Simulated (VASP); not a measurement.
A run of VASP 6.6.1:

INCAR

```
ALGO = Normal
EDIFF = 1E-6
ENCUT = 500
GGA = PE
GGA_COMPAT = False
ISIF = 2
ISMEAR = 0
ISYM = 0
LASPH = True
LCHARG = True
LELF = True
LREAL = False
LVHAR = True
LWAVE = False
NBANDS = 26
NELM = 120
PREC = Accurate
SIGMA = 0.01
```

KPOINTS

```
Automatic mesh
0
Gamma
  1 1 1
  0.5 0.5 0.5
```

The input POSCAR:

```
Si
1.0
    5.4310000000      0.0000000000      0.0000000000
    0.0000000000      5.4310000000      0.0000000000
    0.0000000000      0.0000000000      5.4310000000
Si
8
Direct
    0.0000000000      0.0000000000      0.0000000000
    0.2500000000      0.2500000000      0.2500000000
    0.0000000000      0.5000000000      0.5000000000
    0.2500000000      0.7500000000      0.7500000000
    0.5000000000      0.0000000000      0.5000000000
    0.7500000000      0.2500000000      0.7500000000
    0.5000000000      0.5000000000      0.0000000000
    0.7500000000      0.7500000000      0.2500000000
```

Potentials or basis: VASP PAW PBE potentials, release 64 (Si).

Command:

```bash
$ cat potpaw_PBE.64/Si/POTCAR > POTCAR
$ mpirun -np 1 vasp_std > vasp.out
```

Hardware: 1 thread of Intel(R) Xeon(R) Platinum 8259CL CPU @ 2.50GHz (Skylake/Cascade Lake), with other jobs on the host.

How long does it take, and how much memory?

Run time: 16 s on 1 thread of Intel(R) Xeon(R) Platinum 8259CL CPU @ 2.50GHz (Skylake/Cascade Lake), on a shared host, peak memory 0.21 GiB. Counts: scf iterations 13, k points 1.
